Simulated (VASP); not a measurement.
# SiNi3 (Pm-3m) in VASP: a series of runs

The runs below take SiNi3 through single point, relaxation of cell and atoms, with PBEsol.

Program: VASP 6.6.1. These are calculated values, not measurements. Logs are shortened: lines on timing, memory, paths and dates and some standing lists are left out, and cuts for length are marked.

### 1 The cell of the first run

The structure is cubic, space group Pm-3m (No. 221). The conventional cell has a = 3.461 Å, b = 3.461 Å, c = 3.461 Å, α = 90.00°, β = 90.00°, γ = 90.00°. Within 3.2 Å of Si (site symmetry m-3m) lie 12 Ni at 2.45 Å. Within 3.2 Å of Ni (site symmetry 4/mmm) lie 4 Si at 2.45 Å and 8 Ni at 2.45 Å.

### 2 Single point, PBEsol

INCAR reads:

```
SYSTEM = SiNi3
PREC = Accurate
ENCUT = 520
EDIFF = 1E-6
ISMEAR = 0
SIGMA = 0.1
LREAL = .False.
LASPH = .True.
NELM = 60
ALGO = Normal
ISIF = 2
LWAVE = .False.
LCHARG = .True.
GGA = PS
LELF = .True.
LVHAR = .True.
NBANDS = 25
```

KPOINTS reads:

```
Automatic mesh
0
Gamma
  6 6 6
  0 0 0
```

POSCAR reads:

```
SiNi3
1.0
    3.4613761972      0.0000000000      0.0000000000
    0.0000000000      3.4613761972      0.0000000000
    0.0000000000      0.0000000000      3.4613761972
Si Ni
1 3
Direct
    0.0000000000      0.0000000000      0.0000000000
    0.0000000000      0.5000000000      0.5000000000
    0.5000000000      0.0000000000      0.5000000000
    0.5000000000      0.5000000000      0.0000000000
```

Potentials or basis: VASP PAW PBE potentials, release 64 (Si, Ni).

Launch:

```bash
$ cat potpaw_PBE.64/Si/POTCAR potpaw_PBE.64/Ni/POTCAR > POTCAR
$ mpirun -np 1 vasp_std > vasp.out
```

OUTCAR:

```text
SYSTEM = SiNi3
   PREC = Accurate
   ENCUT = 520
   EDIFF = 1E-6
   ISMEAR = 0
   LREAL = .False.
   LASPH = .True.
   NELM = 60
   ISIF = 2
   GGA = PS

 ion  position               nearest neighbor table
   1  0.000  0.000  0.000-   2 2.45   3 2.45   4 2.45   2 2.45   3 2.45   2 2.45   4 2.45   2 2.45
                             3 2.45   4 2.45   3 2.45   4 2.45
   2  0.000  0.500  0.500-   1 2.45   3 2.45   4 2.45   1 2.45   4 2.45   1 2.45   3 2.45   1 2.45
                             3 2.45   4 2.45   4 2.45   3 2.45
   3  0.500  0.000  0.500-   1 2.45   2 2.45   4 2.45   1 2.45   4 2.45   2 2.45   4 2.45   4 2.45
                             1 2.45   2 2.45   1 2.45   2 2.45
   4  0.500  0.500  0.000-   1 2.45   2 2.45   3 2.45   2 2.45   3 2.45   1 2.45   3 2.45   3 2.45
                             1 2.45   2 2.45   2 2.45   1 2.45

  LATTYP: Found a simple cubic cell.
 ALAT       =     3.4613761972

  Lattice vectors:

 A1 = (   3.4613761972,   0.0000000000,   0.0000000000)
 A2 = (   0.0000000000,   3.4613761972,   0.0000000000)
 A3 = (   0.0000000000,   0.0000000000,   3.4613761972)

Analysis of symmetry for initial positions (statically):
=====================================================================
 Subroutine PRICEL returns:
 Original cell was already a primitive cell.

 Routine SETGRP: Setting up the symmetry group for a
 simple cubic supercell.

 Subroutine GETGRP returns: Found 48 space group operations
 (whereof 48 operations were pure point group operations)
 out of a pool of 48 trial point group operations.

The static configuration has the point symmetry O_h .

Analysis of symmetry for dynamics (positions and initial velocities):
=====================================================================
 Subroutine PRICEL returns:
 Original cell was already a primitive cell.

 Routine SETGRP: Setting up the symmetry group for a
 simple cubic supercell.

 Subroutine GETGRP returns: Found 48 space group operations
 (whereof 48 operations were pure point group operations)
 out of a pool of 48 trial point group operations.

The dynamic configuration has the point symmetry O_h .

 Subroutine INISYM returns: Found 48 space group operations
 (whereof 48 operations are pure point group operations),
 and found     1 'primitive' translations

----------------------------------------------------------------------------------------

                                     Primitive cell

  volume of cell :      41.4712

  direct lattice vectors                    reciprocal lattice vectors
     3.461376197  0.000000000  0.000000000     0.288902432  0.000000000  0.000000000
[... 90 lines left out ...]
   NFREE  =      0    steps in history (QN), initial steepest desc. (CG)
   ISIF   =      2    stress and relaxation
   ISYM   =      2    0-nonsym 1-usesym 2-fastsym
   POTIM  = 0.5000    time-step for ionic-motion
   TEBEG  =    0.0;   TEEND  =   0.0 temperature during run
   PSTRESS=    0.0 pullay stress
   NELECT =      34.0000    total number of electrons
   NUPDOWN=      -1.0000    fix difference up-down
   EMIN   =  10.00;   EMAX   =-10.00  energy-range for DOS
   EFERMI =   0.00;   METHOD = LEGACY
   ISMEAR =     0;   SIGMA  =   0.10  broadening in eV -4-tet -1-fermi 0-gaus
   EFERMI_NEDOS =   21; number of points for ismear=-14 and -15
   IALGO  =     38    algorithm
   IMIX   =      4    mixing-type and parameters
     AMIX     =   0.40;   BMIX     =  1.00
     AMIX_MAG =   1.60;   BMIX_MAG =  1.00
  volume/ion in A,a.u.               =      10.37        69.97
  Fermi-wavevector in a.u.,A,eV,Ry     =   1.532212  2.895462 31.942059  2.347675
  Thomas-Fermi vector in A             =   2.639450
   LORBIT       =      0    0 simple, 1 ext, 2 COOP (PROOUT), +10 PAW based schemes
   GGA     = PS    functional components
   LHFCALC =     F    Hartree Fock is set to
   AEXX    =    0.0000 exact exchange contribution
   IVDW    =     0    specifies the selected vdW correction
   LEPSILON=     F    determine dielectric tensor
   LRPA    =     F    only Hartree local field effects (RPA)
 non-spin polarized calculation
 Gauss-broadening in eV      SIGMA  =   0.10
  energy-cutoff  :      520.00
  volume of cell :       41.47
 maximum number of plane-waves:      1141
 NGX is ok and might be reduce to    28
   NGX = 13   NGY = 13   NGZ = 13

 number of electron      33.9999971 magnetization

 Free energy of the ion-electron system (eV)
  ---------------------------------------------------
  ext. energy  EPLUGINS =         0.00000000
  ---------------------------------------------------
  free energy    TOTEN  =       -26.29528674 eV

  energy without entropy =      -26.28689245  energy(sigma->0) =      -26.29108960

 E-fermi :  11.1053     XC(G=0): -13.4542

 val. band max:       11.0772178785   @ k =   0.5000   0.5000   0.3333
 cond. band min:      11.1265071798   @ k =   0.0000   0.0000   0.0000
 fundamental gap:      0.0492893013
 Fermi energy:        11.1052793136

 k-point     1 :       0.0000    0.0000    0.0000
  band No.  band energies     occupation
      1      -1.1445      2.00000
      2       5.9598      2.00000
      3       6.7885      2.00000
      4       6.7885      2.00000
      5       7.3348      2.00000
      6       7.3348      2.00000
[... 549 lines left out ...]
     24      27.9814      0.00000
     25      27.9814      0.00000

------------------------ aborting loop because EDIFF is reached ----------------------------------------

  FORCE on cell =-STRESS in cart. coord.  units (eV):
  Direction    XX          YY          ZZ          XY          YZ          ZX
  --------------------------------------------------------------------------------------
  -------------------------------------------------------------------------------------
  Total        0.0203557      0.0203557      0.0203557      0.0000000      0.0000000      0.0000000
  in kB        0.7864141      0.7864141      0.7864141      0.0000000      0.0000000      0.0000000
  external PRESSURE =       0.7864141 kB  Pullay stress =       0.0000000 kB

 VOLUME and BASIS-vectors are now :
 -----------------------------------------------------------------------------
  energy-cutoff  :      520.00
  volume of cell :       41.47
      direct lattice vectors                 reciprocal lattice vectors
     3.461376197  0.000000000  0.000000000     0.288902432  0.000000000  0.000000000
     0.000000000  3.461376197  0.000000000     0.000000000  0.288902432  0.000000000
     0.000000000  0.000000000  3.461376197     0.000000000  0.000000000  0.288902432

 POSITION                                       TOTAL-FORCE (eV/Angst)
 -----------------------------------------------------------------------------------
      0.00000      0.00000      0.00000         0.000000      0.000000      0.000000
      0.00000      1.73069      1.73069         0.000000      0.000000      0.000000
      1.73069      0.00000      1.73069         0.000000      0.000000      0.000000
      1.73069      1.73069      0.00000         0.000000      0.000000      0.000000
 -----------------------------------------------------------------------------------
    total drift:                                0.000000      0.000000      0.000000

  FREE ENERGIE OF THE ION-ELECTRON SYSTEM (eV)
  ---------------------------------------------------
  free  energy   TOTEN  =       -26.2952867439 eV

  energy  without entropy=      -26.2868924510  energy(sigma->0) =      -26.29108960
```

OSZICAR:

```text
N       E                     dE             d eps       ncg     rms          rms(c)
DAV:   1     0.193660536488E+03    0.19366E+03   -0.15349E+04  1032   0.183E+03
DAV:   2    -0.201446900664E+02   -0.21381E+03   -0.20174E+03  1000   0.327E+02
DAV:   3    -0.304144829779E+02   -0.10270E+02   -0.99426E+01  1136   0.953E+01
DAV:   4    -0.305879317281E+02   -0.17345E+00   -0.17314E+00  1184   0.111E+01
DAV:   5    -0.305930930874E+02   -0.51614E-02   -0.51600E-02  1217   0.177E+00    0.216E+01
DAV:   6    -0.300490916745E+02    0.54400E+00   -0.37065E+01  1150   0.109E+02    0.170E+01
DAV:   7    -0.263982453740E+02    0.36508E+01   -0.11679E+01  1158   0.599E+01    0.413E+00
DAV:   8    -0.263112718716E+02    0.86974E-01   -0.38625E-01  1173   0.506E+00    0.127E+00
DAV:   9    -0.262974077281E+02    0.13864E-01   -0.17483E-02  1440   0.163E+00    0.456E-01
DAV:  10    -0.262953555289E+02    0.20522E-02   -0.20119E-03  1238   0.384E-01    0.131E-01
DAV:  11    -0.262952958558E+02    0.59673E-04   -0.22681E-04  1531   0.212E-01    0.395E-02
DAV:  12    -0.262952911959E+02    0.46600E-05   -0.35989E-05  1106   0.624E-02    0.164E-02
DAV:  13    -0.262952876552E+02    0.35407E-05   -0.42700E-06  1320   0.200E-02    0.548E-03
DAV:  14    -0.262952867439E+02    0.91130E-06   -0.69502E-07   582   0.707E-03
   1 F= -.26295287E+02 E0= -.26291090E+02  d E =-.839429E-02
```

stdout:

```text
POSCAR found type information on POSCAR SiNi
 POSCAR found :  2 types and       4 ions
 scaLAPACK will be used
 -----------------------------------------------------------------------------
|                                                                             |
|                                                                             |
|     You enforced a specific xc type in the INCAR file but a different       |
|     I HOPE YOU KNOW WHAT YOU ARE DOING!                                     |
|                                                                             |
 -----------------------------------------------------------------------------

 LDA part: xc-table for (Slater+PW92), standard interpolation
 POSCAR, INCAR and KPOINTS ok, starting setup
 FFT: planning ... GRIDC
 FFT: planning ... GRID_SOFT
 FFT: planning ... GRID
 WAVECAR not read
 entering main loop
```

Wall time 14 s (1 thread of Intel Xeon 6975P-C (Granite Rapids), shared host); peak memory 0.15 GiB.

What came out:

| Property | Result |
| --- | --- |
| Free energy | -26.2953 eV |
| Pressure | 0.1 GPa |
| Band gap on the k mesh | zero (band 17 reaches 11.13 eV, above the bottom of band 18 at 10.88 eV) |

Levels at points of the mesh, in eV from the Fermi level:
```csv
k point,band 15,band 16,band 17,band 18,band 19,band 20
"(0.00, 0.00, 0.00)",-0.65,-0.32,0.02,0.02,0.02,5.19
"(0.50, 0.00, 0.00)",-1.22,-0.58,0.02,3.76,3.76,5.32
"(0.50, 0.50, 0.00)",-1.19,-1.09,-1.02,0.68,0.68,5.85
"(0.50, 0.50, 0.50)",-1.33,-0.53,-0.23,-0.23,-0.23,1.39
```

Caveat: the PAW data sets were made with another functional, which shifts forces and pressure a little. Spin polarisation is off, so any magnetic state and its effect on volume and gap are missing.

(Continued in part 2 of 2.)
